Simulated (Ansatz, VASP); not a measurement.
W: VASP beside Ansatz

```
W
1.0
    -1.56751    1.56751    1.56751
     1.56751   -1.56751    1.56751
     1.56751    1.56751   -1.56751
W
1
Direct
  0.00000 0.00000 0.00000
```

Alike in both runs: functional LDA; k mesh 24 × 24 × 24; occupations gaussian, width 0.1 eV; no spin polarisation.

Ansatz relaxed the structure, and its values are those at the end. VASP's run is a single point on that final structure, the one shown.

|  | VASP | Ansatz |
| --- | --- | --- |
| version | VASP 6.6.1 | Ansatz 0.2.0 |
| potentials or method | VASP PAW LDA potentials, release 64 (W_sv) | scalar-relativistic, plane waves, PAW |
| plane-wave cutoff (eV) | 520 | 420 |
| valence electrons in the cell | 14 | 14 |

|  | VASP | Ansatz | Ansatz less VASP |
| --- | --- | --- | --- |
| gap on the k mesh at the Fermi level (eV) | none | none | - |
| pressure (GPa) | 2.0 | 0.0 | -1.96 |

LDA's correlation is that of Perdew and Zunger in VASP and of Perdew and Wang (1992) in Ansatz. A gap of «none» marks a metal or a gap that the smearing closes.

Spin-orbit coupling is off throughout.
